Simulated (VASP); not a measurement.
Zr, 1 atom in the cell. Symmetry: Im-3m, No. 229, cubic system. The conventional cell has a = 3.535 Å, b = 3.535 Å, c = 3.535 Å, α = 90.00°, β = 90.00°, γ = 90.00°. Within 4.0 Å of Zr (site symmetry m-3m) lie 14 Zr at 3.06 to 3.53 Å. This isn't the form of Zr at room conditions, which is hcp.

```yaml
Program: VASP 6.6.1
Task: single point
Functional: PBEsol
Potentials_or_basis: VASP PAW PBE potentials, release 64 (Zr_sv)
Cutoff: 520 eV
k_mesh: 8 × 8 × 8
Occupations: gaussian, width 0.1 eV
Spin: no spin polarisation
Dipole_correction: no
Further_INCAR_settings: ALGO = Normal; EDIFF = 1e-06; NBANDS = 12
```

Potentials or basis: VASP PAW PBE potentials, release 64 (Zr_sv).

Launch:

```console
$ cat potpaw_PBE.64/Zr_sv/POTCAR > POTCAR
$ mpirun -np 1 vasp_std > vasp.out
```

Hardware: 1 thread of Intel Xeon 8259CL, with other jobs on the host.

Q: Estimate the wall time of this run.

A: Wall time 7.6 s on 1 thread of Intel Xeon 8259CL (shared host), peak memory 0.14 GiB. Counts: scf iterations 12, k points 29.
